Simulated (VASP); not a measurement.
# W16C in VASP: single point with PBE

Aim: the single point of W16C with PBE.

All numbers are computed with VASP 6.6.1; they aren't measurements. Logs are shortened: lines on timing, memory, paths and dates and some standing lists are left out, and cuts for length are marked.

## 1. The cell of the first run

The cell holds a slab with vacuum, 17 atoms: a = 6.367 Å, b = 6.367 Å, c = 20.143 Å, α = 90.00°, β = 90.00°, γ = 90.00°.

## 2. Single point, PBE

Input file INCAR:

```
  PREC = Accurate
  ENCUT = 520
  EDIFF = 1E-7
  ISMEAR = 0
  SIGMA = 0.1
  LREAL = Auto
  LASPH = T
  NELM = 100
  ALGO = Normal
  ISIF = 2
  LWAVE = F
  LCHARG = F
  LDIPOL = T
  IDIPOL = 3
  DIPOL = 0.5 0.5 0.326
  GGA = PE
  NBANDS = 128
```

Input file KPOINTS:

```
Automatic mesh
0
Gamma
  4 4 1
```

Input file POSCAR:

```
W16C
1.0
    6.3673983413      0.0000000000      0.0000000000
    0.0000000000      6.3673983413      0.0000000000
    0.0000000000      0.0000000000     20.1425775435
W C
16 1
Direct
    0.2500000000      0.2500000000      0.1985843168
    0.2500000000      0.7500000000      0.1985843168
    0.7500000000      0.2500000000      0.1985843168
    0.7500000000      0.7500000000      0.1985843168
    0.0000000000      0.0000000000      0.2776134074
    0.0000000000      0.5000000000      0.2776134074
    0.5000000000      0.0000000000      0.2776134074
    0.5000000000      0.5000000000      0.2776134074
    0.2500000000      0.2500000000      0.3599451791
    0.2500000000      0.7500000000      0.3599451791
    0.7500000000      0.2500000000      0.3599451791
    0.7500000000      0.7500000000      0.3599451791
    0.0000000000      0.0000000000      0.4290700892
    0.0000000000      0.5000000000      0.4290700892
    0.5000000000      0.0000000000      0.4290700892
    0.5000000000      0.5000000000      0.4290700892
    0.0625000000      0.2500000000      0.4829424489
```

Potentials or basis: VASP PAW PBE potentials, release 64 (W_sv, C).

Run with:

```console
> cat potpaw_PBE.64/W_sv/POTCAR potpaw_PBE.64/C/POTCAR > POTCAR
> mpirun -np 1 vasp_std > vasp.out
```

OUTCAR:

```text
PREC = Accurate
   ENCUT = 520
   EDIFF = 1E-7
   ISMEAR = 0
   LREAL = Auto
   LASPH = T
   NELM = 100
   ISIF = 2
   GGA = PE

 ion  position               nearest neighbor table
   1  0.250  0.250  0.199-   5 2.76   6 2.76   7 2.76   8 2.76   2 3.18   3 3.18   2 3.18   3 3.18
                             9 3.25
   2  0.250  0.750  0.199-   5 2.76   6 2.76   7 2.76   8 2.76   1 3.18   4 3.18   1 3.18   4 3.18
                            10 3.25
   3  0.750  0.250  0.199-   5 2.76   6 2.76   7 2.76   8 2.76   1 3.18   4 3.18   4 3.18   1 3.18
                            11 3.25
   4  0.750  0.750  0.199-   5 2.76   6 2.76   7 2.76   8 2.76   2 3.18   3 3.18   3 3.18   2 3.18
                            12 3.25
   5  0.000  0.000  0.278-   1 2.76   2 2.76   3 2.76   4 2.76   9 2.80  10 2.80  11 2.80  12 2.80
                            13 3.05   7 3.18   6 3.18   6 3.18   7 3.18
   6  0.000  0.500  0.278-   1 2.76   2 2.76   3 2.76   4 2.76   9 2.80  10 2.80  11 2.80  12 2.80
                            14 3.05   8 3.18   5 3.18   5 3.18   8 3.18
   7  0.500  0.000  0.278-   1 2.76   2 2.76   3 2.76   4 2.76   9 2.80  10 2.80  11 2.80  12 2.80
                            15 3.05   8 3.18   5 3.18   8 3.18   5 3.18
   8  0.500  0.500  0.278-   1 2.76   2 2.76   3 2.76   4 2.76   9 2.80  10 2.80  11 2.80  12 2.80
                            16 3.05   7 3.18   6 3.18   7 3.18   6 3.18
   9  0.250  0.250  0.360-  13 2.65  14 2.65  15 2.65  16 2.65  17 2.75   6 2.80   7 2.80   8 2.80
                             5 2.80  11 3.18  10 3.18  10 3.18  11 3.18   1 3.25
  10  0.250  0.750  0.360-  13 2.65  14 2.65  15 2.65  16 2.65   5 2.80   6 2.80   7 2.80   8 2.80
                             9 3.18  12 3.18   9 3.18  12 3.18   2 3.25
  11  0.750  0.250  0.360-  13 2.65  14 2.65  15 2.65  16 2.65   5 2.80   6 2.80   7 2.80   8 2.80
                             9 3.18  12 3.18  12 3.18   9 3.18   3 3.25
  12  0.750  0.750  0.360-  13 2.65  14 2.65  15 2.65  16 2.65   5 2.80   6 2.80   7 2.80   8 2.80
                            10 3.18  11 3.18  11 3.18  10 3.18   4 3.25
  13  0.000  0.000  0.429-  17 1.97  10 2.65  11 2.65  12 2.65   9 2.65   5 3.05  15 3.18  14 3.18
                            14 3.18  15 3.18
  14  0.000  0.500  0.429-  17 1.97  10 2.65  11 2.65  12 2.65   9 2.65   6 3.05  16 3.18  13 3.18
                            13 3.18  16 3.18
  15  0.500  0.000  0.429-   9 2.65  10 2.65  11 2.65  12 2.65   7 3.05  13 3.18  16 3.18  16 3.18
                            13 3.18
  16  0.500  0.500  0.429-   9 2.65  10 2.65  11 2.65  12 2.65   8 3.05  14 3.18  15 3.18  15 3.18
                            14 3.18
  17  0.062  0.250  0.483-  13 1.97  14 1.97   9 2.75

  LATTYP: Found a simple tetragonal cell.
 ALAT       =     6.3673983413
 C/A-ratio  =     3.1633920895

  Lattice vectors:

 A1 = (   6.3673983413,   0.0000000000,   0.0000000000)
 A2 = (   0.0000000000,   6.3673983413,   0.0000000000)
 A3 = (   0.0000000000,   0.0000000000,  20.1425775435)

Analysis of symmetry for initial positions (statically):
=====================================================================
 Subroutine PRICEL returns:
 Original cell was already a primitive cell.

 Routine SETGRP: Setting up the symmetry group for a
 simple tetragonal supercell.

 Subroutine GETGRP returns: Found  2 space group operations
 (whereof  1 operations were pure point group operations)
 out of a pool of 16 trial point group operations.

The static configuration has the point symmetry C_1 .
 The point group associated with its full space group is C_1h.

Analysis of symmetry for dynamics (positions and initial velocities):
=====================================================================
 Subroutine PRICEL returns:
 Original cell was already a primitive cell.

 Routine SETGRP: Setting up the symmetry group for a
 simple tetragonal supercell.

 Subroutine GETGRP returns: Found  2 space group operations
 (whereof  1 operations were pure point group operations)
 out of a pool of 16 trial point group operations.

The dynamic configuration has the point symmetry C_1 .
 The point group associated with its full space group is C_1h.

 Subroutine INISYM returns: Found  2 space group operations
 (whereof  1 operations are pure point group operations),
 and found     1 'primitive' translations

----------------------------------------------------------------------------------------

                                     Primitive cell

  volume of cell :     816.6559

  direct lattice vectors                    reciprocal lattice vectors
     6.367398341  0.000000000  0.000000000     0.157050014  0.000000000  0.000000000
     0.000000000  6.367398341  0.000000000     0.000000000  0.157050014  0.000000000
     0.000000000  0.000000000 20.142577543     0.000000000  0.000000000  0.049646079

  length of vectors
     6.367398341  6.367398341 20.142577543     0.157050014  0.157050014  0.049646079

  position of ions in fractional coordinates (direct lattice)
     0.250000000  0.250000000  0.198584317
     0.250000000  0.750000000  0.198584317
     0.750000000  0.250000000  0.198584317
     0.750000000  0.750000000  0.198584317
     0.000000000  0.000000000  0.277613407
     0.000000000  0.500000000  0.277613407
[... 9 lines left out ...]
     0.500000000  0.500000000  0.429070089
     0.062500000  0.250000000  0.482942449

  ion indices of the primitive-cell ions
   primitive index   ion index
                 1           1
                 2           2
                 3           3
                 4           4
                 5           5
                 6           6
[... 9 lines left out ...]
                16          16
                17          17

----------------------------------------------------------------------------------------

 KPOINTS: Automatic mesh

Automatic generation of k-mesh.
 Grid dimensions read from file:
 generate k-points for:    4    4    1

 Generating k-lattice:

  Cartesian coordinates                     Fractional coordinates (reciprocal lattice)
     0.039262504  0.000000000  0.000000000     0.250000000  0.000000000  0.000000000
     0.000000000  0.039262504  0.000000000     0.000000000  0.250000000  0.000000000
     0.000000000  0.000000000  0.049646079     0.000000000  0.000000000  1.000000000

  Length of vectors
     0.039262504  0.039262504  0.049646079

  Shift w.r.t. Gamma in fractional coordinates (k-lattice)
     0.000000000  0.000000000  0.000000000

 Subroutine IBZKPT returns following result:
 ===========================================

 Found      9 irreducible k-points:

 Following reciprocal coordinates:
            Coordinates               Weight
  0.000000  0.000000  0.000000      1.000000
  0.250000  0.000000  0.000000      2.000000
  0.000000  0.250000  0.000000      2.000000
  0.500000  0.000000  0.000000      1.000000
  0.000000  0.500000  0.000000      1.000000
  0.250000  0.250000  0.000000      4.000000
  0.500000  0.250000  0.000000      2.000000
 -0.250000  0.500000  0.000000      2.000000
  0.500000  0.500000  0.000000      1.000000
   k-points           NKPTS =      9   k-points in BZ     NKDIM =      9   number of bands    NBANDS=    128
   number of dos      NEDOS =    301   number of ions     NIONS =     17
   total plane-waves  NPLWV = 345600
   dimension x,y,z NGX =    48 NGY =   48 NGZ =  150
   dimension x,y,z NGXF=    96 NGYF=   96 NGZF=  300
   ions per type =              16   1
   NGX,Y,Z   is equivalent  to a cutoff of  12.53, 12.53, 12.38 a.u.
   NGXF,Y,Z  is equivalent  to a cutoff of  25.06, 25.06, 24.76 a.u.
 SYSTEM =  unknown system
   PREC   = accura    normal or accurate (medium, high low for compatibility)
   ISTART =      0    job   : 0-new  1-cont  2-samecut
   ICHARG =      2    charge: 1-file 2-atom 10-const
   ISPIN  =      1    spin polarized calculation?
   LNONCOLLINEAR =      F non collinear calculations
   LSORBIT =      F    spin-orbit coupling
   LASPH  =      T    aspherical Exc in radial PAW
   ENCUT  =  520.0 eV  38.22 Ry    6.18 a.u.  11.84 11.84 37.45*2*pi/ulx,y,z
   NELM   =    100;   NELMIN=  2; NELMDL= -5     # of ELM steps
   EDIFF  = 0.1E-06   stopping-criterion for ELM
   LREAL  =      T    real-space projection
   EDIFFG = 0.1E-05   stopping-criterion for IOM
   NSW    =      0    number of steps for IOM
   IBRION =     -1    ionic relax: 0-MD 1-quasi-New 2-CG
   NFREE  =      0    steps in history (QN), initial steepest desc. (CG)
   ISIF   =      2    stress and relaxation
   ISYM   =      2    0-nonsym 1-usesym 2-fastsym
   POTIM  = 0.5000    time-step for ionic-motion
   TEBEG  =    0.0;   TEEND  =   0.0 temperature during run
   PSTRESS=    0.0 pullay stress
   NELECT =     228.0000    total number of electrons
   NUPDOWN=      -1.0000    fix difference up-down
   EMIN   =  10.00;   EMAX   =-10.00  energy-range for DOS
   EFERMI =   0.00;   METHOD = LEGACY
   ISMEAR =     0;   SIGMA  =   0.10  broadening in eV -4-tet -1-fermi 0-gaus
   EFERMI_NEDOS =   21; number of points for ismear=-14 and -15
   IALGO  =     38    algorithm
   IMIX   =      4    mixing-type and parameters
     AMIX     =   0.40;   BMIX     =  1.00
     AMIX_MAG =   1.60;   BMIX_MAG =  1.00
  volume/ion in A,a.u.               =      48.04       324.18
  Fermi-wavevector in a.u.,A,eV,Ry     =   1.069974  2.021959 15.576567  1.144845
  Thomas-Fermi vector in A             =   2.205670
   LORBIT       =      0    0 simple, 1 ext, 2 COOP (PROOUT), +10 PAW based schemes
   GGA     = PE    functional components
   LHFCALC =     F    Hartree Fock is set to
   AEXX    =    0.0000 exact exchange contribution
   IVDW    =     0    specifies the selected vdW correction
   LEPSILON=     F    determine dielectric tensor
   LRPA    =     F    only Hartree local field effects (RPA)
 non-spin polarized calculation
 Gauss-broadening in eV      SIGMA  =   0.10
  energy-cutoff  :      520.00
  volume of cell :      816.66
 maximum number of plane-waves:     22040
   NGX = 23   NGY = 23   NGZ = 75

 dipolmoment           0.000000      0.000000     -0.059635 electrons x Angstroem

 number of electron     227.9999966 magnetization

 dipolmoment           0.000000      0.000000      0.086456 electrons x Angstroem

 Free energy of the ion-electron system (eV)
  ---------------------------------------------------
  ext. energy  EPLUGINS =         0.00000000
  ---------------------------------------------------
  free energy    TOTEN  =      -194.69608894 eV

  energy without entropy =     -194.61498134  energy(sigma->0) =     -194.65553514

 E-fermi :   0.6720     XC(G=0):  -5.5077

 val. band max:        0.6649680373   @ k =   0.0000   0.2500   0.0000
 cond. band min:       0.6799105138   @ k =   0.2500   0.0000   0.0000
 fundamental gap:      0.0149424765
 Fermi energy:         0.6719536904

 k-point     1 :       0.0000    0.0000    0.0000
  band No.  band energies     occupation
      1     -73.2298      2.00000
      2     -73.1801      2.00000
      3     -73.1607      2.00000
      4     -73.1560      2.00000
      5     -73.1516      2.00000
      6     -73.1476      2.00000
[... 118 lines left out ...]
    125       2.2890      0.00000
    126       2.3430      0.00000

 k-point     2 :       0.2500    0.0000    0.0000
  band No.  band energies     occupation
      1     -73.2233      2.00000
      2     -73.1817      2.00000
      3     -73.1723      2.00000
      4     -73.1557      2.00000
      5     -73.1523      2.00000
      6     -73.1443      2.00000
[... 1021 lines left out ...]
    125       1.9437      0.00000
    126       2.0985      0.00000
 [bands above 126 left out]

------------------------ aborting loop because EDIFF is reached ----------------------------------------

 vacuum level on the upper side and lower side of the slab       (xc-potential included)         0.113        -0.291

  FORCE on cell =-STRESS in cart. coord.  units (eV):
  Direction    XX          YY          ZZ          XY          YZ          ZX
  --------------------------------------------------------------------------------------
  -------------------------------------------------------------------------------------
  Total      -19.6030171    -20.4256387    -10.0395743      0.0000000      0.0000000      1.9263024
  in kB      -38.4586838    -40.0725652    -19.6963974      0.0000000      0.0000000      3.7791659
  external PRESSURE =     -32.7425488 kB  Pullay stress =       0.0000000 kB

 VOLUME and BASIS-vectors are now :
 -----------------------------------------------------------------------------
  energy-cutoff  :      520.00
  volume of cell :      816.66
      direct lattice vectors                 reciprocal lattice vectors
     6.367398341  0.000000000  0.000000000     0.157050014  0.000000000  0.000000000
     0.000000000  6.367398341  0.000000000     0.000000000  0.157050014  0.000000000
     0.000000000  0.000000000 20.142577543     0.000000000  0.000000000  0.049646079

 POSITION                                       TOTAL-FORCE (eV/Angst)
 -----------------------------------------------------------------------------------
      1.59185      1.59185      4.00000         0.071983      0.000000      2.212010
      1.59185      4.77555      4.00000        -0.045369      0.000000      2.017598
      4.77555      1.59185      4.00000        -0.108822      0.000000      2.051911
      4.77555      4.77555      4.00000         0.049751      0.000000      2.173272
      0.00000      0.00000      5.59185         0.044313     -0.010362     -2.158454
      0.00000      3.18370      5.59185         0.044313      0.010362     -2.158454
[... 9 lines left out ...]
      3.18370      3.18370      8.64258         0.112648     -0.078064     -0.093705
      0.39796      1.59185      9.72771         1.359989      0.000000      0.069536
 -----------------------------------------------------------------------------------
    total drift:                               -0.000502      0.000000      0.011610

  FREE ENERGIE OF THE ION-ELECTRON SYSTEM (eV)
  ---------------------------------------------------
  free  energy   TOTEN  =      -194.6960889373 eV

  energy  without entropy=     -194.6149813383  energy(sigma->0) =     -194.65553514

 vacuum level on the upper side and lower side of the slab         5.153         4.736
```

Run time: 24 min. Hardware: 1 thread of Intel Xeon 6975P-C (Granite Rapids), shared host; peak memory 1 GiB.

What came out:

```yaml
Free_energy: -194.6961 eV
Largest_force: 2.213 eV/Å
Band_gap_on_the_k_mesh: zero (bands 114 and 115 overlap by 0.31 eV)
```

Forces in eV/Å, atoms in the order of the input:
```
W    0.072  0.000  2.212
W   -0.045  0.000  2.018
W   -0.109  0.000  2.052
W    0.050  0.000  2.173
W    0.044 -0.010 -2.158
W    0.044  0.010 -2.158
W    0.093 -0.028 -2.154
W    0.093  0.028 -2.154
W    0.822  0.000 -0.325
W    0.808  0.000 -0.491
W   -1.011  0.000 -0.835
W   -1.437  0.000 -0.535
W   -0.505  0.824  1.237
W   -0.505 -0.824  1.237
W    0.113  0.078 -0.094
W    0.113 -0.078 -0.094
C    1.360  0.000  0.070
```

Caveat: spin-orbit coupling is left out, which moves the levels of the heavy elements.
